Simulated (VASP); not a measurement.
A run of VASP 6.6.1 is set up as follows.

The input INCAR:

```
ALGO     = Normal         # electronic algorithm
EDIFF    = 1E-6           # SCF threshold, eV
ENCUT    = 520            # plane-wave cutoff, eV
GGA      = PE             # functional
ISIF     = 2              # what is computed and relaxed
ISMEAR   = 0              # smearing method
LASPH    = True           # aspherical terms in the spheres
LCHARG   = True           # write CHGCAR
LELF     = True           # ELF
LREAL    = False          # projectors in reciprocal space
LVHAR    = True         
LWAVE    = False          # write WAVECAR
NBANDS   = 56             # bands
NELM     = 80             # most SCF steps
PREC     = Accurate       # precision mode
SIGMA    = 0.1            # smearing width, eV
```

Contents of KPOINTS:

```
k-points
0
Gamma
  3 3 4
```

File POSCAR:

```
InWSe3
1.0
    7.1916717326      0.0000000030      0.0000000000
   -3.5958358689      6.2281704146      0.0000000000
    0.0000000000      0.0000000000      5.7210705748
In W Se
2 2 6
Direct
    0.3333333333      0.6666666667      0.7500000000
    0.6666666667      0.3333333333      0.2500000000
    0.0000000000      0.0000000000      0.0000000000
    0.0000000000      0.0000000000      0.5000000000
    0.1702088212      0.8297911788      0.2500000000
    0.3404176424      0.1702088212      0.7500000000
    0.1702088212      0.3404176424      0.2500000000
    0.8297911788      0.1702088212      0.7500000000
    0.6595823576      0.8297911788      0.2500000000
    0.8297911788      0.6595823576      0.7500000000
```

Potentials or basis: VASP PAW PBE potentials, release 64 (In_d, W_sv, Se).

Launch:

```sh
$ cat potpaw_PBE.64/In_d/POTCAR potpaw_PBE.64/W_sv/POTCAR potpaw_PBE.64/Se/POTCAR > POTCAR
$ mpirun -np 1 vasp_std > vasp.out
```

Estimate the pressure.

0.1 GPa.

What does it give for the largest force?

0.034 eV/Å.

Estimate the band gap on the k mesh.

zero (band 45 reaches 5.34 eV, above the bottom of band 46 at 4.26 eV).

Forces in eV/Å, atoms in the order of the input:
```
In   0.000  0.000  0.000
In   0.000  0.000  0.000
W    0.000  0.000  0.000
W    0.000  0.000  0.000
Se   0.029 -0.017  0.000
Se   0.029  0.017  0.000
Se   0.000  0.034  0.000
Se  -0.029  0.017  0.000
Se  -0.029 -0.017  0.000
Se   0.000 -0.034  0.000
```

Caveat: spin-orbit coupling is left out, which moves the levels of the heavy elements.
